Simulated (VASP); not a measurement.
# SbW (P6_3/mmc) in VASP: notebook

The runs below take SbW through single point, with PBE, PBEsol.

Program: VASP 6.6.1. These are calculated values, not measurements. Logs are shortened: lines on timing, memory, paths and dates and some standing lists are left out, and cuts for length are marked.

## 1. The cell of the first run

The structure is hexagonal, space group P6_3/mmc (No. 194). Conventional cell: a = 4.362 Å, b = 4.362 Å, c = 5.195 Å, α = 90.00°, β = 90.00°, γ = 120.00°. Within 3.4 Å of W (site symmetry -3m) lie 2 W at 2.60 Å and 6 Sb at 2.83 Å. Sb (site symmetry -6m2) has 6 W at 2.83 Å and 6 Sb at 3.62 Å within 3.7 Å.

## 2. Single point, PBE (21.40 Å³/atom)

INCAR reads:

```
  ALGO = Normal
  EDIFF = 1E-6
  ENCUT = 520
  GGA = PE
  ISIF = 2
  ISMEAR = 0
  LASPH = True
  LCHARG = True
  LELF = True
  LREAL = False
  LVHAR = True
  LWAVE = False
  NBANDS = 27
  NELM = 60
  PREC = Accurate
  SIGMA = 0.05
```

KPOINTS reads:

```
k-points
0
Gamma
  10 10 6
```

POSCAR reads:

```
SbW
1.0
    4.3623731140      0.0000000000      0.0000000000
   -2.1811865570      3.7779259375      0.0000000000
    0.0000000000      0.0000000000      5.1950123432
W Sb
2 2
Direct
    0.0000000000      0.0000000000      0.0000000000
    0.0000000000      0.0000000000      0.5000000000
    0.3333333333      0.6666666667      0.2500000000
    0.6666666667      0.3333333333      0.7500000000
```

Potentials or basis: VASP PAW PBE potentials, release 64 (W_sv, Sb).

Started as:

```sh
> cat potpaw_PBE.64/W_sv/POTCAR potpaw_PBE.64/Sb/POTCAR > POTCAR
> mpirun -np 1 vasp_std > vasp.out
```

OUTCAR:

```text
EDIFF = 1E-6
   ENCUT = 520
   GGA = PE
   ISIF = 2
   ISMEAR = 0
   LASPH = True
   LREAL = False
   NELM = 60
   PREC = Accurate

 ion  position               nearest neighbor table
   1  0.000  0.000  0.000-   2 2.60   2 2.60   4 2.83   3 2.83   3 2.83   4 2.83   4 2.83   3 2.83

   2  0.000  0.000  0.500-   1 2.60   1 2.60   4 2.83   3 2.83   3 2.83   4 2.83   4 2.83   3 2.83

   3  0.333  0.667  0.250-   1 2.83   2 2.83   1 2.83   2 2.83   1 2.83   2 2.83   4 3.62   4 3.62
                             4 3.62   4 3.62   4 3.62   4 3.62
   4  0.667  0.333  0.750-   1 2.83   2 2.83   1 2.83   2 2.83   1 2.83   2 2.83   3 3.62   3 3.62
                             3 3.62   3 3.62   3 3.62   3 3.62

  LATTYP: Found a hexagonal cell.
 ALAT       =     4.3623731140
 C/A-ratio  =     1.1908684121

  Lattice vectors:

 A1 = (   4.3623731140,   0.0000000000,   0.0000000000)
 A2 = (  -2.1811865570,   3.7779259375,   0.0000000000)
 A3 = (   0.0000000000,   0.0000000000,   5.1950123432)

Analysis of symmetry for initial positions (statically):
=====================================================================
 Subroutine PRICEL returns:
 Original cell was already a primitive cell.

 Routine SETGRP: Setting up the symmetry group for a
 hexagonal supercell.

 Subroutine GETGRP returns: Found 24 space group operations
 (whereof 12 operations were pure point group operations)
 out of a pool of 24 trial point group operations.

The static configuration has the point symmetry D_3d.
 The point group associated with its full space group is D_6h.

Analysis of symmetry for dynamics (positions and initial velocities):
=====================================================================
 Subroutine PRICEL returns:
 Original cell was already a primitive cell.

 Routine SETGRP: Setting up the symmetry group for a
 hexagonal supercell.

 Subroutine GETGRP returns: Found 24 space group operations
 (whereof 12 operations were pure point group operations)
 out of a pool of 24 trial point group operations.

The dynamic configuration has the point symmetry D_3d.
 The point group associated with its full space group is D_6h.

 Subroutine INISYM returns: Found 24 space group operations
 (whereof 12 operations are pure point group operations),
 and found     1 'primitive' translations

[... 91 lines left out ...]
   ICHARG =      2    charge: 1-file 2-atom 10-const
   ISPIN  =      1    spin polarized calculation?
   LNONCOLLINEAR =      F non collinear calculations
   LSORBIT =      F    spin-orbit coupling
   LASPH  =      T    aspherical Exc in radial PAW
   ENCUT  =  520.0 eV  38.22 Ry    6.18 a.u.   8.11  8.11  9.66*2*pi/ulx,y,z
   NELM   =     60;   NELMIN=  2; NELMDL= -5     # of ELM steps
   EDIFF  = 0.1E-05   stopping-criterion for ELM
   LREAL  =      F    real-space projection
   EDIFFG = 0.1E-04   stopping-criterion for IOM
   NSW    =      0    number of steps for IOM
   IBRION =     -1    ionic relax: 0-MD 1-quasi-New 2-CG
   NFREE  =      0    steps in history (QN), initial steepest desc. (CG)
   ISIF   =      2    stress and relaxation
   ISYM   =      2    0-nonsym 1-usesym 2-fastsym
   POTIM  = 0.5000    time-step for ionic-motion
   TEBEG  =    0.0;   TEEND  =   0.0 temperature during run
   PSTRESS=    0.0 pullay stress
   NELECT =      38.0000    total number of electrons
   NUPDOWN=      -1.0000    fix difference up-down
   EMIN   =  10.00;   EMAX   =-10.00  energy-range for DOS
   EFERMI =   0.00;   METHOD = LEGACY
   ISMEAR =     0;   SIGMA  =   0.05  broadening in eV -4-tet -1-fermi 0-gaus
   EFERMI_NEDOS =   21; number of points for ismear=-14 and -15
   IALGO  =     38    algorithm
   IMIX   =      4    mixing-type and parameters
     AMIX     =   0.40;   BMIX     =  1.00
     AMIX_MAG =   1.60;   BMIX_MAG =  1.00
  volume/ion in A,a.u.               =      21.40       144.44
  Fermi-wavevector in a.u.,A,eV,Ry     =   1.248768  2.359829 21.217217  1.559421
  Thomas-Fermi vector in A             =   2.382839
   LORBIT       =      0    0 simple, 1 ext, 2 COOP (PROOUT), +10 PAW based schemes
   GGA     = PE    functional components
   LHFCALC =     F    Hartree Fock is set to
   AEXX    =    0.0000 exact exchange contribution
   IVDW    =     0    specifies the selected vdW correction
   LEPSILON=     F    determine dielectric tensor
   LRPA    =     F    only Hartree local field effects (RPA)
 non-spin polarized calculation
 Gauss-broadening in eV      SIGMA  =   0.05
  energy-cutoff  :      520.00
  volume of cell :       85.62
 maximum number of plane-waves:      2321
   NGX = 17   NGY = 17   NGZ = 19

 number of electron      38.0000006 magnetization

 Free energy of the ion-electron system (eV)
  ---------------------------------------------------
  ext. energy  EPLUGINS =         0.00000000
  ---------------------------------------------------
  free energy    TOTEN  =       -31.71727254 eV

  energy without entropy =      -31.71428550  energy(sigma->0) =      -31.71577902

 E-fermi :   9.1422     XC(G=0): -11.4059

 val. band max:        9.1066631277   @ k =   0.1000   0.1000   0.1667
 cond. band min:       9.1606467561   @ k =   0.1000   0.1000   0.0000
 fundamental gap:      0.0539836284
 Fermi energy:         9.1422384985

 k-point     1 :       0.0000    0.0000    0.0000
  band No.  band energies     occupation
      1     -64.5972      2.00000
      2     -64.4847      2.00000
      3     -29.4854      2.00000
      4     -28.8975      2.00000
      5     -28.8975      2.00000
      6     -28.7300      2.00000
[... 709 lines left out ...]
     26      14.2502      0.00000
     27      15.5035      0.00000

 [... further k-points ...]
[... 5 lines left out ...]
  --------------------------------------------------------------------------------------
  -------------------------------------------------------------------------------------
  Total        1.5641959      1.5641959      1.7138917      0.0000000      0.0000000      0.0000000
  in kB       29.2710894     29.2710894     32.0723762      0.0000000      0.0000000      0.0000000
  external PRESSURE =      30.2048517 kB  Pullay stress =       0.0000000 kB

 VOLUME and BASIS-vectors are now :
 -----------------------------------------------------------------------------
  energy-cutoff  :      520.00
  volume of cell :       85.62
      direct lattice vectors                 reciprocal lattice vectors
     4.362373114  0.000000000  0.000000000     0.229233028  0.132347751  0.000000000
    -2.181186557  3.777925938  0.000000000     0.000000000  0.264695501  0.000000000
     0.000000000  0.000000000  5.195012343     0.000000000  0.000000000  0.192492324

 POSITION                                       TOTAL-FORCE (eV/Angst)
 -----------------------------------------------------------------------------------
      0.00000      0.00000      0.00000        -0.000000     -0.000000      0.000000
      0.00000      0.00000      2.59751        -0.000000     -0.000000      0.000000
     -0.00000      2.51862      1.29875         0.000000      0.000000      0.000000
      2.18119      1.25931      3.89626         0.000000     -0.000000     -0.000000
 -----------------------------------------------------------------------------------
    total drift:                                0.000000     -0.000000      0.000000

  FREE ENERGIE OF THE ION-ELECTRON SYSTEM (eV)
  ---------------------------------------------------
  free  energy   TOTEN  =       -31.7172725405 eV

  energy  without entropy=      -31.7142855023  energy(sigma->0) =      -31.71577902
```

OSZICAR:

```text
N       E                     dE             d eps       ncg     rms          rms(c)
DAV:   1     0.358630763554E+03    0.35863E+03   -0.18991E+04  3224   0.138E+03
DAV:   2    -0.173359752267E+02   -0.37597E+03   -0.36859E+03  3628   0.401E+02
DAV:   3    -0.323244649604E+02   -0.14988E+02   -0.14712E+02  3696   0.796E+01
DAV:   4    -0.326037890394E+02   -0.27932E+00   -0.27858E+00  3883   0.118E+01
DAV:   5    -0.326074536181E+02   -0.36646E-02   -0.36639E-02  3554   0.132E+00    0.234E+01
DAV:   6    -0.318661377592E+02    0.74132E+00   -0.22031E+00  3424   0.967E+00    0.910E+00
DAV:   7    -0.317305847647E+02    0.13555E+00   -0.24883E-01  3398   0.288E+00    0.329E+00
DAV:   8    -0.317177831015E+02    0.12802E-01   -0.45223E-02  3477   0.132E+00    0.385E-01
DAV:   9    -0.317171800636E+02    0.60304E-03   -0.37007E-03  3448   0.368E-01    0.139E-01
DAV:  10    -0.317172554614E+02   -0.75398E-04   -0.45074E-04  3342   0.141E-01    0.673E-02
DAV:  11    -0.317172705265E+02   -0.15065E-04   -0.44549E-05  3358   0.409E-02    0.424E-02
DAV:  12    -0.317172732012E+02   -0.26747E-05   -0.65991E-06  3455   0.162E-02    0.473E-03
DAV:  13    -0.317172725405E+02    0.66072E-06   -0.78284E-07  2241   0.523E-03
   1 F= -.31717273E+02 E0= -.31715779E+02  d E =-.298704E-02
```

It took 3.1 min on 1 thread of Intel Xeon 8259CL, shared host; peak memory 0.27 GiB.

What came out:

```yaml
Free_energy: -31.7173 eV
Pressure: 3.0 GPa
Band_gap_on_the_k_mesh: zero (bands 19 and 20 overlap by 1.45 eV)
```

Caveat: the cell stands under pressure; spin-orbit coupling is left out, which moves the levels of the heavy elements.

## 3. Single point, PBE

This run uses another cell than the first one, of 21.84 Å³/atom.

INCAR reads:

```
PREC = Accurate
ENCUT = 520
EDIFF = 1E-6
ISMEAR = 0
SIGMA = 0.05
LREAL = False
LASPH = True
NELM = 60
ALGO = Normal
ISIF = 2
LWAVE = False
LCHARG = False
GGA = PE
NBANDS = 27
```

KPOINTS reads:

```
Automatic mesh
0
Gamma
  10 10 6
```

POSCAR reads:

```
SbW
1.0
    4.4002257458      0.0000000000      0.0000000000
   -2.2001128729      3.8107072783      0.0000000000
    0.0000000000      0.0000000000      5.2102217637
W Sb
2 2
Direct
    0.0000000000      0.0000000000      0.0000000000
    0.0000000000      0.0000000000      0.5000000000
    0.3333333333      0.6666666667      0.2500000000
    0.6666666667      0.3333333333      0.7500000000
```

Potentials or basis: VASP PAW PBE potentials, release 64 (W_sv, Sb).

Started as:

```sh
> cat potpaw_PBE.64/W_sv/POTCAR potpaw_PBE.64/Sb/POTCAR > POTCAR
> mpirun -np 1 vasp_std > vasp.out
```

Wall time 3.9 min (1 thread of Intel Xeon 8259CL, shared host); peak memory 0.29 GiB.

It converged, with:

* Free energy: -31.7337 eV
* Pressure: 0.1 GPa
* Band gap on the k mesh: zero (bands 19 and 20 overlap by 1.40 eV)

Stress tensor (GPa, compression positive):
```
0.00 0.00 0.00
0.00 0.00 0.00
0.00 0.00 0.26
```

Levels at points of the mesh, in eV from the Fermi level:
```csv
k point,band 17,band 18,band 19,band 20,band 21,band 22
"(0.00, 0.00, 0.00)",-0.16,-0.16,0.22,0.22,2.52,2.60
"(0.50, 0.00, 0.00)",-1.82,-1.37,-0.70,0.58,0.73,2.14
"(0.00, 0.00, 0.50)",-0.70,-0.70,-0.70,-0.70,0.16,0.16
"(0.50, 0.00, 0.50)",-0.14,-0.14,0.03,0.03,0.08,0.08
```

Caveat: spin-orbit coupling is left out, which moves the levels of the heavy elements.

## 4. Single point, PBEsol

This run uses another cell than the first one, of 21.84 Å³/atom.

INCAR reads:

```
PREC     = Accurate       # precision mode
ENCUT    = 520            # plane-wave cutoff, eV
EDIFF    = 1E-6           # SCF threshold, eV
ISMEAR   = 0              # smearing method
SIGMA    = 0.05           # smearing width, eV
LREAL    = F              # projectors in reciprocal space
LASPH    = T              # aspherical terms in the spheres
NELM     = 80             # most SCF steps
ALGO     = Normal         # electronic algorithm
ISIF     = 2              # what is computed and relaxed
LWAVE    = F              # write WAVECAR
LCHARG   = F              # write CHGCAR
GGA      = PS             # functional
NBANDS   = 27             # bands
```

KPOINTS is that of step 3.

POSCAR is that of step 3.

Started as:

```sh
> cat potpaw_PBE.64/W_sv/POTCAR potpaw_PBE.64/Sb/POTCAR > POTCAR
> mpirun -np 1 vasp_std > vasp.out
```

Wall time 3.5 min (1 thread of Intel Xeon 8259CL, shared host); peak memory 0.28 GiB.

The run converged. Its results:

- Free energy: -34.3109 eV
- Pressure: -4.8 GPa
- Band gap on the k mesh: zero (bands 19 and 20 overlap by 1.41 eV)

Stress tensor (GPa, compression positive):
```
-4.57  0.00  0.00
 0.00 -4.57  0.00
 0.00  0.00 -5.14
```

Levels at points of the mesh, in eV from the Fermi level:
| k point | band 16 | band 17 | band 18 | band 19 | band 20 | band 21 | band 22 | band 23 |
| --- | --- | --- | --- | --- | --- | --- | --- | --- |
| (0.00, 0.00, 0.00) | -2.22 | -0.16 | -0.16 | 0.22 | 0.22 | 2.47 | 2.60 | 3.17 |
| (0.50, 0.00, 0.00) | -2.22 | -1.82 | -1.38 | -0.70 | 0.57 | 0.72 | 2.12 | 2.90 |
| (0.00, 0.00, 0.50) | -1.87 | -0.70 | -0.70 | -0.70 | -0.70 | 0.15 | 0.15 | 4.62 |
| (0.50, 0.00, 0.50) | -2.00 | -0.14 | -0.14 | 0.03 | 0.03 | 0.08 | 0.08 | 2.55 |

Caveat: the cell stands under tension; the PAW data sets were made with another functional, which shifts forces and pressure a little; spin-orbit coupling is left out, which moves the levels of the heavy elements.

## 5. The runs side by side

| level | cell | gap on the mesh (eV) | pressure (GPa) |
| --- | --- | --- | --- |
| PBE | a = 4.362, b = 4.362, c = 5.195 Å, angles 90.0, 90.0, 120.0°, 4 atoms | none | 3.0 |
| PBE | a = 4.400, b = 4.400, c = 5.210 Å, angles 90.0, 90.0, 120.0°, 4 atoms | none | 0.1 |
| PBEsol | a = 4.400, b = 4.400, c = 5.210 Å, angles 90.0, 90.0, 120.0°, 4 atoms | none | -4.8 |

Alike in all rows: task single point; potentials or basis VASP PAW PBE potentials, release 64 (W_sv, Sb); no spin polarisation; k mesh 10 × 10 × 6; cutoff (eV) 520; smearing gaussian 0.05 eV.

Caveats: spin-orbit coupling is left out, which moves the levels of the heavy elements; the cell stands under pressure (at least some runs); the cell stands under tension (at least some runs); the PAW data sets were made with another functional, which shifts forces and pressure a little (at least some runs).

Absolute energies hang on the potentials; compare differences alone.

The gap in the log of VASP goes by the Fermi energy; the results here count the filled bands.